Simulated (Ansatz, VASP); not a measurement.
# Mn: VASP beside Ansatz

File INCAR:

```
SYSTEM = Mn
ALGO = Normal ; EDIFF = 1E-7
ENCUT = 520 ; GGA = PE
ISIF = 2 ; ISMEAR = -1
ISPIN = 2 ; LASPH = .True.
LCHARG = .False. ; LMAXMIX = 4
LORBIT = 11 ; LREAL = .False.
LWAVE = .False. ; MAGMOM = 2.238 -2.238
NBANDS = 24 ; NELM = 150
PREC = Accurate ; SIGMA = 0.05
```

Contents of KPOINTS:

```
k-points
0
Gamma
  13 13 13
  0 0 0
```

The input POSCAR:

```
Mn
1.0
    0.0000000000      2.2741170498      2.2741170498
    2.2741170498      0.0000000000      2.2741170498
    2.2741170498      2.2741170498      0.0000000000
Mn
2
Direct
    0.0000000000      0.0000000000      0.0000000000
    0.5000000000      0.5000000000      0.5000000000
```

Input for Ansatz:

```yaml
crystal:
  lattice:
    - [0.0, 2.2741170498, 2.2741170498]
    - [2.2741170498, 0.0, 2.2741170498]
    - [2.2741170498, 2.2741170498, 0.0]
  atoms:
    - { symbol: Mn, position: [0.0, 0.0, 0.0], spin: 2.238 }
    - { symbol: Mn, position: [0.5, 0.5, 0.5], spin: -2.238 }
hamiltonian:
  xc: pbe
  pseudopotentials:
    kind: paw
    azcp:
      Mn: "pseudopotentials/Mn.paw.azcp"
basis:
  ecutwfc: 420
  fft_grid_basis: typed
kpoints:
  mp_grid: { grid: [13, 13, 13], shift: [0, 0, 0] }
magnetization:
  spin_polarized: true
scf:
  occupations: { method: fermi_dirac, width: 0.05 }
  lower_state_search: "off"
output:
  stress: true
```

Alike in both runs: task single point; functional PBE; k mesh 13 × 13 × 13; occupations fermi-dirac, width 0.05 eV; collinear spin.

|  | VASP | Ansatz |
| --- | --- | --- |
| version | VASP 6.6.1 | Ansatz 0.2.0 |
| potentials or method | VASP PAW PBE potentials, release 64 (Mn_pv), cutoff 520 eV | plane waves (420 eV) with PAW, scalar-relativistic |
| valence electrons in the cell | 26 | 30 |

```tsv
	VASP	Ansatz	Ansatz less VASP
pressure (GPa)	18.8	18.4	-0.34
net moment per atom (μB)	0.00	0.00	0.000
size of the moment on the site where the two differ most (μB)	1.88	1.75	-0.128
```

Site moments also hang on the region over which each program counts them. VASP's potentials hold 26 valence electrons a cell and Ansatz's 30, so a difference there can come from the potentials and not from the codes.
